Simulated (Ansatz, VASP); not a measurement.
Hf in VASP and in Ansatz

```xyz
4
Lattice="4.6947 0.0000 0.0000 0.0000 4.6947 0.0000 0.0000 0.0000 4.6947" Properties=species:S:1:pos:R:3 pbc="T T T"
Hf    0.1408    0.1408    0.1408
Hf    2.2065    4.5539    2.4882
Hf    2.4882    2.2065    4.5539
Hf    4.5539    2.4882    2.2065
```

Alike in both runs: task relaxation of cell and atoms; functional PBE; k mesh 4 × 4 × 4; occupations gaussian, width 0.1 eV; no spin polarisation.

```csv
,VASP,Ansatz
version,VASP 6.6.1,Ansatz 0.2.0
potentials or method,"VASP PAW PBE potentials, release 64 (Hf_pv), cutoff 600 eV","scalar-relativistic, plane waves, PAW"
valence electrons in the cell,40,104
```

```tsv
	VASP	Ansatz	Ansatz less VASP
gap on the k mesh at the Fermi level, each at its own relaxed structure (eV)	none	none	-
relaxed volume (Å³/atom)	22.52	22.61	+0.094
relaxed cell length with the largest relative difference (Å)	4.482	4.489	+0.0062
```

A gap of «none» marks a metal or a gap that the smearing closes. VASP's potentials hold 40 valence electrons a cell and Ansatz's 104, so a difference there can come from the potentials and not from the codes.

Neither program's run includes spin-orbit coupling.
